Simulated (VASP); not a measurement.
Wanted: the native input for a VASP 6.6.1 run.

* Task: single point
* Functional: PBE
* Potentials or basis: VASP PAW PBE potentials, release 64 (Mg, O)
* Cutoff: 520 eV
* k mesh: 9 × 9 × 8
* Occupations: gaussian, width 0.05 eV
* Spin: no spin polarisation
* Dipole correction: no
* Further INCAR settings: ALGO = Normal; EDIFF = 1e-06; NBANDS = 11

The structure of MgO lies in POSCAR:

```
MgO
1.0
    2.9380209034      0.0000000000      0.0000000000
   -1.4690104517      2.5444007392      0.0000000000
    0.0000000000      0.0000000000      2.5992896000
Mg O
1 1
Direct
    0.0000000000      0.0000000000      0.0000000000
    0.3333333333      0.6666666667      0.5000000000
```

This cell differs from its parent crystal: strain +0.000 along x and y, -0.030 along z.

The input as run:

INCAR

```
ALGO = Normal
EDIFF = 1E-6
ENCUT = 520
GGA = PE
ISIF = 2
ISMEAR = 0
LASPH = T
LCHARG = F
LREAL = F
LWAVE = F
NBANDS = 11
NELM = 100
PREC = Accurate
SIGMA = 0.05
```

KPOINTS

```
k-points
0
Gamma
  9 9 8
```

Potentials or basis: VASP PAW PBE potentials, release 64 (Mg, O).

Run with:

```bash
$ cat potpaw_PBE.64/Mg/POTCAR potpaw_PBE.64/O/POTCAR > POTCAR
$ mpirun -np 1 vasp_std > vasp.out
```

It gave:

```
Pressure               : 4.7 GPa
Band gap on the k mesh : 3.03 eV, indirect (least direct gap 3.38 eV)
```

Caveat: the cell differs from its parent crystal (strain +0.000 along x and y, -0.030 along z).

It took 28 s on 1 thread of AMD EPYC 7R13, on a shared host, peak memory 0.11 GiB.
